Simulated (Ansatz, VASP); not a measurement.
CsSbSI2 in VASP and in Ansatz

File INCAR:

```
PREC = Accurate
ENCUT = 600
EDIFF = 1E-6
ISMEAR = -1
SIGMA = 0.05
LREAL = F
LASPH = T
NELM = 100
ALGO = Normal
ISIF = 3
LWAVE = F
LCHARG = F
GGA = PS
IVDW = 13
IBRION = 2
NSW = 60
EDIFFG = -0.01
```

File KPOINTS:

```
Automatic mesh
0
Gamma
  4 4 5
```

The input POSCAR:

```
CsSbSI2
1.0
    6.3217010000      0.0000000000      0.0000000000
    0.0000000000      6.3217010000      0.0000000000
    0.0000000000      0.0000000000      5.0850440000
Cs I Sb S
1 2 1 1
Direct
    0.0000000000      0.0000000000      0.0000000000
    0.5000000000      0.0000000000      0.5000000000
    0.0000000000      0.5000000000      0.5000000000
    0.5000000000      0.5000000000      0.5000000000
    0.5000000000      0.5000000000      0.0000000000
```

input.yaml

```yaml
crystal:
  lattice:
    - [6.321701, 0.0, 0.0]
    - [0.0, 6.321701, 0.0]
    - [0.0, 0.0, 5.085044]
  atoms:
    - { symbol: Cs, position: [0.0, 0.0, 0.0] }
    - { symbol: I, position: [0.5, 0.0, 0.5] }
    - { symbol: I, position: [0.0, 0.5, 0.5] }
    - { symbol: Sb, position: [0.5, 0.5, 0.5] }
    - { symbol: S, position: [0.5, 0.5, 0.0] }
hamiltonian:
  xc: pbesol
  pseudopotentials: { kind: paw }
  dispersion: d4
kpoints:
  mp_grid: { grid: [4, 4, 5] }
scf:
  occupations: { method: fermi_dirac, width: 0.05 }
output:
  forces: true
  stress: true
  eigenvalues: true
relax:
  f_tol: 0.01
  max_steps: 40
  cell: { stress_tol: 0.05 }
```

Alike in both runs: task relaxation of cell and atoms; functional PBEsol; dispersion D4; k mesh 4 × 4 × 5; occupations fermi-dirac, width 0.05 eV; no spin polarisation.

|  | VASP | Ansatz |
| --- | --- | --- |
| version | VASP 6.6.1 | Ansatz 0.2.0 |
| potentials or method | VASP PAW PBE potentials, release 64 (Cs_sv, I, Sb, S) | Ansatz PAW |
| plane-wave cutoff (eV) | 600 | 420 |
| valence electrons in the cell | 34 | 64 |

Ansatz gave:

* gap on the k mesh at the Fermi level, each at its own relaxed structure (eV): none
* relaxed volume (Å³/atom): 37.36
* relaxed cell length with the largest relative difference (Å): 5.087

Q: Estimate VASP's values.

A: gap on the k mesh at the Fermi level, each at its own relaxed structure (eV): none; relaxed volume (Å³/atom): 37.40; relaxed cell length with the largest relative difference (Å): 5.089.

VASP's potentials were made for PBE, not for PBEsol. A gap of «none» marks a metal or a gap that the smearing closes. VASP's potentials hold 34 valence electrons a cell and Ansatz's 64, so a difference there can come from the potentials and not from the codes.

Neither program's run includes spin-orbit coupling. Noted on Ansatz's run: the plane-wave basis is chosen anew once the cell has moved, so the energies of steps on either side of that aren't comparable.
